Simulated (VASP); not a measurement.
Here is a VASP 6.6.1 calculation.

The input INCAR:

```
SYSTEM = ScGa3N2
PREC = Accurate
ENCUT = 520
EDIFF = 1E-6
ISMEAR = 0
SIGMA = 0.1
LREAL = .FALSE.
LASPH = .TRUE.
NELM = 150
ALGO = Normal
ISIF = 2
LWAVE = .FALSE.
LCHARG = .FALSE.
ISPIN = 2
MAGMOM = 0 0 0 0 1 1
LORBIT = 11
LMAXMIX = 4
GGA = PE
NBANDS = 43
```

File KPOINTS:

```
regular mesh
0
G
  6 6 2
  0 0 0
```

The input POSCAR:

```
ScGa3N2
1.0
    2.9597364470      0.0000000000      0.0000000000
    0.0000000000      2.9597364470      0.0000000000
    0.0000000000      0.0000000000     10.3114417874
Sc Ga N
1 3 2
Direct
    0.0000000000      0.0000000000      0.0000000000
    0.5000000000      0.5000000000      0.2464460740
    0.5000000000      0.5000000000      0.5000000000
    0.5000000000      0.5000000000      0.7535539260
    0.0000000000      0.0000000000      0.2026327633
    0.0000000000      0.0000000000      0.7973672367
```

Potentials or basis: VASP PAW PBE potentials, release 64 (Sc_sv, Ga_d, N).

Launch:

```sh
$ cat potpaw_PBE.64/Sc_sv/POTCAR potpaw_PBE.64/Ga_d/POTCAR potpaw_PBE.64/N/POTCAR > POTCAR
$ mpirun -np 1 vasp_std > vasp.out
```

Q: What does it give for the pressure?

A: 0.2 GPa.

Q: Predict the largest force.

A: 0.048 eV/Å.

Forces on the atoms (eV/Å):
```
Sc   0.000  0.000  0.000
Ga   0.000  0.000  0.014
Ga   0.000  0.000  0.000
Ga   0.000  0.000 -0.014
N    0.000  0.000  0.048
N    0.000  0.000 -0.048
```
